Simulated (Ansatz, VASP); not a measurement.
# One calculation of In, two programs

```
In
1.0
    -1.61456    1.61456    2.45710
     1.61456   -1.61456    2.45710
     1.61456    1.61456   -2.45710
In
1
Direct
  0.00000 0.00000 0.00000
```

Alike in both runs: task single point; functional PBE; k mesh 10 × 10 × 10; no spin polarisation.

```csv
,VASP,Ansatz
version,VASP 6.6.1,Ansatz 0.2.0
potentials or method,"VASP PAW PBE potentials, release 64 (In_d), cutoff 520 eV","plane waves, PAW"
occupations,"fermi-dirac, width 0.1 eV",fermi-dirac
valence electrons in the cell,13,13
```

|  | VASP | Ansatz | Ansatz less VASP |
| --- | --- | --- | --- |
| pressure (GPa) | 2.9 | 3.0 | +0.04 |
| traceless stress, the component that is largest in VASP (GPa) | -1.50 | -1.50 | +0.002 |
